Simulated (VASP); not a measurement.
Wanted: the native input for a VASP 6.6.1 run.

| Item | Value |
| --- | --- |
| Task | single point |
| Functional | PBEsol |
| Potentials or basis | VASP PAW PBE potentials, release 64 (Zr_sv) |
| Cutoff | 520 eV |
| k mesh | 18 × 18 × 10 |
| Occupations | gaussian, width 0.15 eV |
| Spin | no spin polarisation |
| Dipole correction | no |
| Further INCAR settings | ALGO = Fast; EDIFF = 1e-06; NBANDS = 19 |

The structure of Zr lies in POSCAR:

```
Zr
1.0
    3.2319982225      0.0000000000      0.0000000000
   -1.6159991112      2.7989925657      0.0000000000
    0.0000000000      0.0000000000      5.3014100000
Zr
2
Direct
    0.3333333333      0.6666666667      0.2500000000
    0.6666666667      0.3333333333      0.7500000000
```

This cell differs from its parent crystal: strain +0.000 along x and y, +0.030 along z.

These files were run (other wordings do the same):

INCAR

```
SYSTEM = Zr
ALGO = Fast
EDIFF = 1E-6
ENCUT = 520
GGA = PS
ISIF = 2
ISMEAR = 0
LASPH = .True.
LCHARG = .True.
LELF = .True.
LREAL = .False.
LVHAR = .True.
LWAVE = .False.
NBANDS = 19
NELM = 80
PREC = Accurate
SIGMA = 0.15
```

KPOINTS

```
k-points
0
Gamma
  18 18 10
  0 0 0
```

Potentials or basis: VASP PAW PBE potentials, release 64 (Zr_sv).

Command:

```sh
$ cat potpaw_PBE.64/Zr_sv/POTCAR > POTCAR
$ mpirun -np 1 vasp_std > vasp.out
```

It gave:

```
Pressure               : -5.8 GPa
Band gap on the k mesh : zero (bands 12 and 13 overlap by 1.14 eV)
```

Caveat: the cell differs from its parent crystal (strain +0.000 along x and y, +0.030 along z); the cell stands under tension; the PAW data sets were made with another functional, which shifts forces and pressure a little.

Run time: 110 s on 1 thread of Intel(R) Xeon(R) 6975P-C (Granite Rapids) (shared host), peak memory 0.27 GiB.
